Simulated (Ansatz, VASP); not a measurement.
# TiCo in VASP and in Ansatz

File INCAR:

```
ALGO = Normal
EDIFF = 1E-6
ENCUT = 520
GGA = PE
ISIF = 2
ISMEAR = -1
LASPH = True
LCHARG = True
LELF = True
LREAL = False
LVHAR = True
LWAVE = False
NBANDS = 18
NELM = 80
PREC = Accurate
SIGMA = 0.03
```

The input KPOINTS:

```
k-points
0
Gamma
  13 13 13
```

POSCAR

```
TiCo
1.0
    2.9354891599      0.0000000000      0.0000000000
    0.0000000000      2.9354891599      0.0000000000
    0.0000000000      0.0000000000      2.9354891599
Ti Co
1 1
Direct
    0.0000000000      0.0000000000      0.0000000000
    0.5000000000      0.5000000000      0.5000000000
```

Input for Ansatz:

```yaml
crystal:
  lattice:
    - [2.9354891599, 0.0, 0.0]
    - [0.0, 2.9354891599, 0.0]
    - [0.0, 0.0, 2.9354891599]
  atoms:
    - { symbol: Ti, position: [0.0, 0.0, 0.0] }
    - { symbol: Co, position: [0.5, 0.5, 0.5] }
kpoints:
  mp_grid: { grid: [13, 13, 13] }
scf:
  occupations: { method: fermi_dirac, width: 0.03 }
  lower_state_search: "off"
hamiltonian:
  xc: pbe
  pseudopotentials: { kind: paw }
output:
  forces: true
  stress: true
  eigenvalues: true
```

Change from the starting cell: volume scaled by 0.95, no spin polarisation, PAW files.

Alike in both runs: task single point; functional PBE; k mesh 13 × 13 × 13; occupations fermi-dirac, width 0.03 eV; no spin polarisation.

```csv
,VASP,Ansatz
version,VASP 6.6.1,Ansatz 0.2.0
potentials or method,"VASP PAW PBE potentials, release 64 (Ti_sv, Co)","PAW with Ansatz's default frozen-core files, scalar-relativistic"
plane-wave cutoff (eV),520,420
valence electrons in the cell,21,29
```

VASP gave:

| Quantity | Value |
| --- | --- |
| pressure (GPa) | 6.5 |

Task: What did Ansatz give for the same quantities?

Result: Pressure (GPa): 7.1.

VASP's potentials hold 21 valence electrons a cell and Ansatz's 29, so a difference there can come from the potentials and not from the codes.
